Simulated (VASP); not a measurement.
Wanted: the native input for a VASP 6.6.1 run.

* Task: single point
* Functional: r2SCAN
* Potentials or basis: VASP PAW PBE potentials, release 64 (Mg, O)
* Cutoff: 520 eV
* k mesh: 6 × 6 × 6
* Occupations: methfessel-paxton, width 0.02 eV
* Spin: no spin polarisation
* Dipole correction: no
* Further INCAR settings: ALGO = Normal; EDIFF = 1e-06; NBANDS = 16

Crystal: MgO.

```
CELL_PARAMETERS angstrom
3.48638 0.00000 0.00000
-1.74319 3.01929 0.00000
0.00000 0.00000 4.17804
ATOMIC_POSITIONS crystal
Mg 0.66667 0.33333 0.75000
Mg 0.33333 0.66667 0.25000
O 0.76264 0.40359 0.21410
O 0.33333 0.66667 0.75000
```

This cell differs from its parent crystal: atom 3 (O) moved by (+0.300, -0.150) A along [1 1 0] and z.

These files were run (other wordings do the same):

POSCAR

```
MgO
1.0
    3.4863778627      0.0000000000      0.0000000000
   -1.7431889314      3.0192917963      0.0000000000
    0.0000000000      0.0000000000      4.1780412200
Mg O
2 2
Direct
    0.6666666667      0.3333333333      0.7500000000
    0.3333333333      0.6666666667      0.2500000000
    0.7626420700      0.4035922048      0.2140980086
    0.3333333333      0.6666666667      0.7500000000
```

INCAR.step1

```
PREC = Accurate
ENCUT = 520
ISMEAR = 1
SIGMA = 0.02
LREAL = False
LASPH = True
NELM = 60
NBANDS = 16
GGA = PE
ALGO = Normal
EDIFF = 1E-4
LWAVE = True
LCHARG = False
```

INCAR.step2

```
PREC = Accurate
ENCUT = 520
EDIFF = 1E-6
ISMEAR = 1
SIGMA = 0.02
LREAL = False
LASPH = True
NELM = 60
ALGO = Normal
ISIF = 2
LWAVE = False
LCHARG = True
METAGGA = R2SCAN
LMIXTAU = True
LELF = True
LVHAR = True
NBANDS = 16
ISTART = 1
```

KPOINTS

```
Automatic mesh
0
Gamma
  6 6 6
```

Potentials or basis: VASP PAW PBE potentials, release 64 (Mg, O).

Run with:

```console
$ cat potpaw_PBE.64/Mg/POTCAR potpaw_PBE.64/O/POTCAR > POTCAR
$ cp INCAR.step1 INCAR
$ mpirun -np 1 vasp_std > vasp.out
$ cp INCAR.step2 INCAR
$ mpirun -np 1 vasp_std > vasp.out
```

It gave:

```json
{
  "Pressure": "6.1 GPa",
  "Largest force": "5.522 eV/Å",
  "Band gap on the k mesh": "3.89 eV"
}
```

Caveat: the cell differs from its parent crystal (atom 3 (O) moved by (+0.300, -0.150) A along [1 1 0] and z); the cell stands under pressure; the PAW data sets were made with another functional, which shifts forces and pressure a little.

Run time: 120 s on 1 thread of Intel(R) Xeon(R) 6975P-C (Granite Rapids), with other jobs on the host, peak memory 0.22 GiB.
